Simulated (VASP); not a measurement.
# P in VASP: notebook

P is run at these levels: r2SCAN; tasks: single point.

Program: VASP 6.6.1. These are calculated values, not measurements. Logs are shortened: lines on timing, memory, paths and dates and some standing lists are left out, and cuts for length are marked.

## Step 1: The cell of the first run

The cell holds a slab with vacuum, 2 atoms: a = 3.217 Å, b = 3.217 Å, c = 28.000 Å, α = 90.00°, β = 90.00°, γ = 120.00°.

## Step 2: Single point, r2SCAN

POSCAR

```
P
1.0
    3.2170000000      0.0000000000      0.0000000000
   -1.6085000000      2.7860037240      0.0000000000
    0.0000000000      0.0000000000     28.0000000000
P
2
Direct
    0.3333333333      0.6666666667      0.5280892857
    0.6666666667      0.3333333333      0.4719107143
```

INCAR.step1

```
PREC = Accurate
ENCUT = 520
ISMEAR = 0
SIGMA = 0.02
LREAL = F
LASPH = T
NELM = 80
LDIPOL = T
IDIPOL = 3
DIPOL = 0.5 0.5 0.500
NBANDS = 12
GGA = PE
ALGO = Normal
EDIFF = 1E-4
LWAVE = T
LCHARG = F
```

INCAR.step2

```
PREC = Accurate
ENCUT = 520
EDIFF = 1E-6
ISMEAR = 0
SIGMA = 0.02
LREAL = F
LASPH = T
NELM = 80
ALGO = Normal
ISIF = 2
LWAVE = F
LCHARG = F
LDIPOL = T
IDIPOL = 3
DIPOL = 0.5 0.5 0.500
METAGGA = R2SCAN
LMIXTAU = T
NBANDS = 12
ISTART = 1
```

KPOINTS

```
regular mesh
0
Gamma
  9 9 1
```

Potentials or basis: VASP PAW PBE potentials, release 64 (P).

On the command line:

```console
> cat potpaw_PBE.64/P/POTCAR > POTCAR
> cp INCAR.step1 INCAR
> mpirun -np 1 vasp_std > vasp.out
> cp INCAR.step2 INCAR
> mpirun -np 1 vasp_std > vasp.out
```

OUTCAR:

```text
PREC = Accurate
   ENCUT = 520
   EDIFF = 1E-6
   ISMEAR = 0
   LREAL = F
   LASPH = T
   NELM = 80
   ISIF = 2
   METAGGA = R2SCAN
   ISTART = 1

 ion  position               nearest neighbor table
   1  0.333  0.667  0.528-   2 2.43   2 2.43   2 2.43
   2  0.667  0.333  0.472-   1 2.43   1 2.43   1 2.43

  LATTYP: Found a hexagonal cell.
 ALAT       =     3.2170000000
 C/A-ratio  =     8.7037612683

  Lattice vectors:

 A1 = (   3.2170000000,   0.0000000000,   0.0000000000)
 A2 = (  -1.6085000000,   2.7860037240,   0.0000000000)
 A3 = (   0.0000000000,   0.0000000000,  28.0000000000)

Analysis of symmetry for initial positions (statically):
=====================================================================
 Subroutine PRICEL returns:
 Original cell was already a primitive cell.

 Routine SETGRP: Setting up the symmetry group for a
 hexagonal supercell.

 Subroutine GETGRP returns: Found 12 space group operations
 (whereof 12 operations were pure point group operations)
 out of a pool of 24 trial point group operations.

The static configuration has the point symmetry D_3d.

Analysis of symmetry for dynamics (positions and initial velocities):
=====================================================================
 Subroutine PRICEL returns:
 Original cell was already a primitive cell.

 Routine SETGRP: Setting up the symmetry group for a
 hexagonal supercell.

 Subroutine GETGRP returns: Found 12 space group operations
 (whereof 12 operations were pure point group operations)
 out of a pool of 24 trial point group operations.

The dynamic configuration has the point symmetry D_3d.

 Subroutine INISYM returns: Found 12 space group operations
 (whereof 12 operations are pure point group operations),
 and found     1 'primitive' translations

----------------------------------------------------------------------------------------

                                     Primitive cell

  volume of cell :     250.9521

  direct lattice vectors                    reciprocal lattice vectors
     3.217000000  0.000000000  0.000000000     0.310848617  0.179468533  0.000000000
    -1.608500000  2.786003724  0.000000000     0.000000000  0.358937065  0.000000000
     0.000000000  0.000000000 28.000000000     0.000000000  0.000000000  0.035714286

  length of vectors
     3.217000000  3.217000000 28.000000000     0.358937065  0.358937065  0.035714286

  position of ions in fractional coordinates (direct lattice)
     0.333333333  0.666666667  0.528089286
     0.666666667  0.333333333  0.471910714

  ion indices of the primitive-cell ions
   primitive index   ion index
                 1           1
                 2           2

[... 75 lines left out ...]
   IALGO  =     38    algorithm
   IMIX   =      4    mixing-type and parameters
     AMIX     =   0.40;   BMIX     =  1.00
     AMIX_MAG =   1.60;   BMIX_MAG =  1.00
  volume/ion in A,a.u.               =     125.48       846.75
  Fermi-wavevector in a.u.,A,eV,Ry     =   0.559171  1.056680  4.254162  0.312672
  Thomas-Fermi vector in A             =   1.594506
   LORBIT       =      0    0 simple, 1 ext, 2 COOP (PROOUT), +10 PAW based schemes
   METAGGA = R2SCAN    functional components
   LHFCALC =     F    Hartree Fock is set to
   AEXX    =    0.0000 exact exchange contribution
   IVDW    =     0    specifies the selected vdW correction
   LEPSILON=     F    determine dielectric tensor
   LRPA    =     F    only Hartree local field effects (RPA)
 non-spin polarized calculation
 Gauss-broadening in eV      SIGMA  =   0.02
  energy-cutoff  :      520.00
  volume of cell :      250.95
 maximum number of plane-waves:      6828
 NGX is ok and might be reduce to    24
   NGX = 11   NGY = 11   NGZ =105

 number of electron      10.0000000 magnetization

 dipolmoment           0.000000      0.000000     -0.000000 electrons x Angstroem

 Free energy of the ion-electron system (eV)
  ---------------------------------------------------
  ext. energy  EPLUGINS =         0.00000000
  ---------------------------------------------------
  free energy    TOTEN  =       -16.92845042 eV

  energy without entropy =      -16.92845042  energy(sigma->0) =      -16.92845042

 E-fermi :  -2.7431     XC(G=0):  -1.9479

 val. band max:       -2.8349939097   @ k =   0.3333   0.3333   0.0000
 cond. band min:      -2.3953011164   @ k =   0.0000   0.0000   0.0000
 fundamental gap:      0.4396927933
 Fermi energy:        -2.7430625476

 k-point     1 :       0.0000    0.0000    0.0000
  band No.  band energies     occupation
      1     -17.9025      2.00000
      2     -11.8784      2.00000
      3      -5.7992      2.00000
      4      -2.3953      0.00000
      5      -2.3953      0.00000
      6       0.4582      0.00000
      7       0.6727      0.00000
      8       0.6727      0.00000
      9       1.6190      0.00000
     10       1.8728      0.00000
     11       1.9206      0.00000
     12       2.3337      0.00000
[... 151 lines left out ...]
 k-point    12 :       0.3333    0.3333    0.0000
  band No.  band energies     occupation
      1     -13.1083      2.00000
      2     -13.1083      2.00000
      3      -8.4580      2.00000
      4      -6.2861      2.00000
      5      -6.2861      2.00000
      6      -2.8350      2.00000
      7       0.2143      0.00000
      8       0.2143      0.00000
      9       4.5408      0.00000
     10       7.1583      0.00000
     11       7.1583      0.00000
     12       7.6795      0.00000

------------------------ aborting loop because EDIFF is reached ----------------------------------------

 vacuum level on the upper side and lower side of the slab       (xc-potential included)        -0.038        -0.038

  FORCE on cell =-STRESS in cart. coord.  units (eV):
  Direction    XX          YY          ZZ          XY          YZ          ZX
  --------------------------------------------------------------------------------------
  -------------------------------------------------------------------------------------
  Total       -0.0783790     -0.0783790     -7.1041836      0.0000000      0.0000000     -0.0000000
  in kB       -0.5004028     -0.5004028    -45.3559193      0.0000000      0.0000000     -0.0000000
  external PRESSURE =     -15.4522417 kB  Pullay stress =       0.0000000 kB

 VOLUME and BASIS-vectors are now :
 -----------------------------------------------------------------------------
  energy-cutoff  :      520.00
  volume of cell :      250.95
      direct lattice vectors                 reciprocal lattice vectors
     3.217000000  0.000000000  0.000000000     0.310848617  0.179468533  0.000000000
    -1.608500000  2.786003724  0.000000000     0.000000000  0.358937065  0.000000000
     0.000000000  0.000000000 28.000000000     0.000000000  0.000000000  0.035714286

 POSITION                                       TOTAL-FORCE (eV/Angst)
 -----------------------------------------------------------------------------------
     -0.00000      1.85734     14.78650        -0.000000      0.000000     -4.509839
      1.60850      0.92867     13.21350         0.000000      0.000000      4.509839
 -----------------------------------------------------------------------------------
    total drift:                               -0.000000      0.000000      0.000000

  FREE ENERGIE OF THE ION-ELECTRON SYSTEM (eV)
  ---------------------------------------------------
  free  energy   TOTEN  =       -16.9284504222 eV

  energy  without entropy=      -16.9284504222  energy(sigma->0) =      -16.92845042

 vacuum level on the upper side and lower side of the slab         1.623         1.623
```

OSZICAR.step1:

```text
N       E                     dE             d eps       ncg     rms          rms(c)
DAV:   1     0.654970402314E+02    0.65497E+02   -0.29207E+03   288   0.539E+02
DAV:   2    -0.463998084738E+01   -0.70137E+02   -0.62640E+02   488   0.929E+01
DAV:   3    -0.100395557938E+02   -0.53996E+01   -0.53845E+01   416   0.357E+01
DAV:   4    -0.100912096957E+02   -0.51654E-01   -0.51614E-01   372   0.430E+00
DAV:   5    -0.100926907015E+02   -0.14810E-02   -0.14810E-02   424   0.711E-01    0.511E+00
DAV:   6    -0.999785770098E+01    0.94833E-01   -0.13615E-01   360   0.169E+00    0.273E+00
DAV:   7    -0.996734672712E+01    0.30511E-01   -0.15564E-01   408   0.179E+00    0.376E-01
DAV:   8    -0.996574480553E+01    0.16019E-02   -0.12104E-02   376   0.662E-01    0.141E-01
DAV:   9    -0.996531393071E+01    0.43087E-03   -0.74374E-04   400   0.148E-01    0.726E-02
DAV:  10    -0.996494462215E+01    0.36931E-03   -0.25319E-04   336   0.734E-02    0.229E-02
DAV:  11    -0.996480279785E+01    0.14182E-03   -0.15053E-04   356   0.521E-02    0.212E-02
DAV:  12    -0.996494157282E+01   -0.13877E-03   -0.18259E-04   356   0.515E-02    0.902E-03
DAV:  13    -0.996510018935E+01   -0.15862E-03   -0.14146E-05   316   0.209E-02    0.526E-03
DAV:  14    -0.996518309854E+01   -0.82909E-04   -0.57929E-06   324   0.119E-02
   1 F= -.99651831E+01 E0= -.99651831E+01  d E =-.304154E-12
```

Wall time 2.6 min (1 thread of AMD EPYC 9R45 (Zen 5), shared host); peak memory 0.34 GiB.

What came out:

```
Free energy            : -16.9285 eV
Largest force          : 4.510 eV/Å
Band gap on the k mesh : zero (bands 5 and 6 overlap by 0.44 eV)
```

Forces in eV/Å, atoms in the order of the input:
```
P    0.000  0.000 -4.510
P    0.000  0.000  4.510
```

Caveat: the PAW data sets were made with another functional, which shifts forces and pressure a little.

(Continued in part 2 of 3.)
